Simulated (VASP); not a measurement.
# NaCl (I4/mmm) in VASP: relaxation of cell and atoms with PBE

Aim: the relaxation of cell and atoms of NaCl with PBE.

Program: VASP 6.6.1. These are calculated values, not measurements. Logs are shortened: lines on timing, memory, paths and dates and some standing lists are left out, and cuts for length are marked.

### 1 The cell of the first run

Symmetry: I4/mmm, No. 139, tetragonal system. Conventional cell: a = 4.055 Å, b = 4.055 Å, c = 5.851 Å, α = 90.00°, β = 90.00°, γ = 90.00°. Within 3.8 Å of Na (site symmetry 4/mmm) lie 6 Cl at 2.87 to 2.93 Å. Within 3.8 Å of Cl (site symmetry 4/mmm) lie 6 Na at 2.87 to 2.93 Å.

### 2 Relaxation of cell and atoms, PBE

INCAR

```
SYSTEM = NaCl
ALGO = Normal
EDIFF = 1E-7
EDIFFG = -0.01
ENCUT = 500
GGA = PE
GGA_COMPAT = .False.
IBRION = 2
ISIF = 3
ISMEAR = 0
LASPH = .True.
LCHARG = .False.
LREAL = .False.
LWAVE = .False.
NELM = 120
NELMIN = 4
NSW = 80
PREC = Accurate
SIGMA = 0.01
```

KPOINTS

```
k-points
0
Gamma
  4 4 4
  0 0 0
```

POSCAR

```
NaCl
1.0
    0.0000000000      2.8673938517      2.9253190499
    2.8673938517      0.0000000000      2.9253190499
    2.8673938517      2.8673938517      0.0000000000
Na Cl
1 1
Direct
    0.0000000000      0.0000000000      0.0000000000
    0.5000000000      0.5000000000      0.5000000000
```

Potentials or basis: VASP PAW PBE potentials, release 64 (Na_pv, Cl).

Started as:

```bash
$ cat potpaw_PBE.64/Na_pv/POTCAR potpaw_PBE.64/Cl/POTCAR > POTCAR
$ mpirun -np 1 vasp_std > vasp.out
```

OUTCAR:

```text
SYSTEM = NaCl
   EDIFF = 1E-7
   EDIFFG = -0.01
   ENCUT = 500
   GGA = PE
   IBRION = 2
   ISIF = 3
   ISMEAR = 0
   LASPH = .True.
   LREAL = .False.
   NELM = 120
   NELMIN = 4
   NSW = 80
   PREC = Accurate

 ion  position               nearest neighbor table
   1  0.000  0.000  0.000-
   2  0.500  0.500  0.500-

  LATTYP: Found a body centered tetragonal cell.
 ALAT       =     4.0551072737
 C/A-ratio  =     1.4427825714

  Lattice vectors:

 A1 = (  -2.8673938517,   0.0000000000,   2.9253190499)
 A2 = (   2.8673938517,   0.0000000000,   2.9253190499)
 A3 = (   0.0000000000,   2.8673938517,  -2.9253190499)

Analysis of symmetry for initial positions (statically):
=====================================================================
 Subroutine PRICEL returns:
 Original cell was already a primitive cell.

 Routine SETGRP: Setting up the symmetry group for a
 body centered tetragonal supercell.

 Subroutine GETGRP returns: Found 16 space group operations
 (whereof 16 operations were pure point group operations)
 out of a pool of 16 trial point group operations.

The static configuration has the point symmetry D_4h.

Analysis of symmetry for dynamics (positions and initial velocities):
=====================================================================
 Subroutine PRICEL returns:
 Original cell was already a primitive cell.

 Routine SETGRP: Setting up the symmetry group for a
 body centered tetragonal supercell.

 Subroutine GETGRP returns: Found 16 space group operations
 (whereof 16 operations were pure point group operations)
 out of a pool of 16 trial point group operations.

The dynamic configuration has the point symmetry D_4h.

 Subroutine INISYM returns: Found 16 space group operations
 (whereof 16 operations are pure point group operations),
 and found     1 'primitive' translations

----------------------------------------------------------------------------------------

                                     Primitive cell

  volume of cell :      48.1036

  direct lattice vectors                    reciprocal lattice vectors
     0.000000000  2.867393852  2.925319050    -0.174374371  0.174374371  0.170921527
     2.867393852  0.000000000  2.925319050     0.174374371 -0.174374371  0.170921527
     2.867393852  2.867393852  0.000000000     0.174374371  0.174374371 -0.170921527

  length of vectors
[... 62 lines left out ...]
   ISTART =      0    job   : 0-new  1-cont  2-samecut
   ICHARG =      2    charge: 1-file 2-atom 10-const
   ISPIN  =      1    spin polarized calculation?
   LNONCOLLINEAR =      F non collinear calculations
   LSORBIT =      F    spin-orbit coupling
   LASPH  =      T    aspherical Exc in radial PAW
   ENCUT  =  500.0 eV  36.75 Ry    6.06 a.u.   7.47  7.47  7.39*2*pi/ulx,y,z
   NELM   =    120;   NELMIN=  4; NELMDL= -5     # of ELM steps
   EDIFF  = 0.1E-06   stopping-criterion for ELM
   LREAL  =      F    real-space projection
   EDIFFG = -.1E-01   stopping-criterion for IOM
   NSW    =     80    number of steps for IOM
   IBRION =      2    ionic relax: 0-MD 1-quasi-New 2-CG
   NFREE  =      1    steps in history (QN), initial steepest desc. (CG)
   ISIF   =      3    stress and relaxation
   ISYM   =      2    0-nonsym 1-usesym 2-fastsym
   POTIM  = 0.5000    time-step for ionic-motion
   TEBEG  =    0.0;   TEEND  =   0.0 temperature during run
   PSTRESS=    0.0 pullay stress
   NELECT =      14.0000    total number of electrons
   NUPDOWN=      -1.0000    fix difference up-down
   EMIN   =  10.00;   EMAX   =-10.00  energy-range for DOS
   EFERMI =   0.00;   METHOD = LEGACY
   ISMEAR =     0;   SIGMA  =   0.01  broadening in eV -4-tet -1-fermi 0-gaus
   EFERMI_NEDOS =   21; number of points for ismear=-14 and -15
   IALGO  =     38    algorithm
   IMIX   =      4    mixing-type and parameters
     AMIX     =   0.40;   BMIX     =  1.00
     AMIX_MAG =   1.60;   BMIX_MAG =  1.00
  volume/ion in A,a.u.               =      24.05       162.31
  Fermi-wavevector in a.u.,A,eV,Ry     =   1.084905  2.050172 16.014301  1.177018
  Thomas-Fermi vector in A             =   2.221006
   LORBIT       =      0    0 simple, 1 ext, 2 COOP (PROOUT), +10 PAW based schemes
   GGA     = PE    functional components
   LHFCALC =     F    Hartree Fock is set to
   AEXX    =    0.0000 exact exchange contribution
   IVDW    =     0    specifies the selected vdW correction
   LEPSILON=     F    determine dielectric tensor
   LRPA    =     F    only Hartree local field effects (RPA)
 conjugate gradient relaxation of ions
 non-spin polarized calculation
 Gauss-broadening in eV      SIGMA  =   0.01
  energy-cutoff  :      500.00
  volume of cell :       48.10
 maximum number of plane-waves:      1243
 NGX is ok and might be reduce to    30
   NGX = 15   NGY = 15   NGZ = 15

--------------------------------------- Ionic step        1  -------------------------------------------

 number of electron      13.9999995 magnetization

 Free energy of the ion-electron system (eV)
  ---------------------------------------------------
  ext. energy  EPLUGINS =         0.00000000
  ---------------------------------------------------
  free energy    TOTEN  =        -6.77012107 eV

  energy without entropy =       -6.77012107  energy(sigma->0) =       -6.77012107

------------------------ aborting loop because EDIFF is reached ----------------------------------------

  FORCE on cell =-STRESS in cart. coord.  units (eV):
  Direction    XX          YY          ZZ          XY          YZ          ZX
  --------------------------------------------------------------------------------------
  -------------------------------------------------------------------------------------
  Total       -0.2141704     -0.2141704     -0.3734349      0.0000000     -0.0000000     -0.0000000
  in kB       -7.1333269     -7.1333269    -12.4379125      0.0000000     -0.0000000     -0.0000000
  external PRESSURE =      -8.9015221 kB  Pullay stress =       0.0000000 kB
[... 167 lines left out ...]
--------------------------------------- Ionic step        6  -------------------------------------------

 number of electron      13.9999992 magnetization

 Free energy of the ion-electron system (eV)
  ---------------------------------------------------
  ext. energy  EPLUGINS =         0.00000000
  ---------------------------------------------------
  free energy    TOTEN  =        -6.77690004 eV

  energy without entropy =       -6.77690004  energy(sigma->0) =       -6.77690004

 E-fermi :  -0.7901     XC(G=0):  -8.0456

 val. band max:       -0.8885173457   @ k =   0.0000   0.0000   0.0000
 cond. band min:       4.1108251486   @ k =   0.0000   0.0000   0.0000
 fundamental gap:      4.9993424944
 Fermi energy:        -0.7900511088

 k-point     1 :       0.0000    0.0000    0.0000
  band No.  band energies     occupation
      1     -21.7664      2.00000
      2     -21.7664      2.00000
      3     -21.7660      2.00000
      4     -13.4858      2.00000
      5      -0.8898      2.00000
      6      -0.8885      2.00000
      7      -0.8885      2.00000
      8       4.1108      0.00000
      9      10.1960      0.00000
     10      10.1960      0.00000
     11      10.2074      0.00000
[... 195 lines left out ...]
  FREE ENERGIE OF THE ION-ELECTRON SYSTEM (eV)
  ---------------------------------------------------
  free  energy   TOTEN  =        -6.7769000432 eV

  energy  without entropy=       -6.7769000432  energy(sigma->0) =       -6.77690004

 reached required accuracy - stopping structural energy minimisation
```

Run time: 40 s. Hardware: 1 thread of Intel Xeon 8259CL, shared host; peak memory 0.16 GiB.

Results:

```
Free energy                           : -6.7769 eV
Relaxed volume                        : 23.07 Å³/atom
Relaxed cell                          : a = 4.025 Å, b = 4.025 Å, c = 4.028 Å, α = 59.97°, β = 59.97°, γ = 60.05°
Space group after relaxing (to 0.1 Å) : Fm-3m (No. 225)
Energy gained by relaxing             : 3.4 meV/atom
Ionic steps                           : 6
Pressure after relaxing               : 0.0 GPa
Band gap on the k mesh                : 5.00 eV
```

The path:
```csv
step,energy change (eV),largest force (eV/Å),pressure (GPa),volume (Å³)
1,0.0000,0.0000,-0.89,48.10
2,-0.0044,0.0000,-0.49,47.18
3,-0.0063,0.0000,0.01,46.16
4,-0.0064,0.0000,0.06,46.07
5,-0.0066,0.0000,0.05,46.09
6,-0.0068,0.0000,0.02,46.13
```

Final structure:
```xyz
2
Lattice="0.0000 2.8481 2.8436 2.8481 0.0000 2.8436 2.8481 2.8481 0.0000" Properties=species:S:1:pos:R:3 pbc="T T T"
Na    0.0000    0.0000    0.0000
Cl    2.8481    2.8481    2.8436
```

Levels at points of the mesh, in eV from the valence-band top:
```tsv
k point	band 5	band 6	band 7	band 8	band 9	band 10
(0.00, 0.00, 0.00)	0.00	0.00	0.00	5.00	11.08	11.08
(0.50, 0.00, 0.00)	-1.84	-0.25	-0.25	7.22	10.40	10.89
(0.50, 0.50, 0.00)	-1.58	-0.57	-0.57	7.45	8.10	11.13
(0.50, 0.00, 0.50)	-1.59	-0.57	-0.57	7.45	8.10	11.12
```

Caveat: the k points lie up to 0.48 Å⁻¹ apart in the final cell.
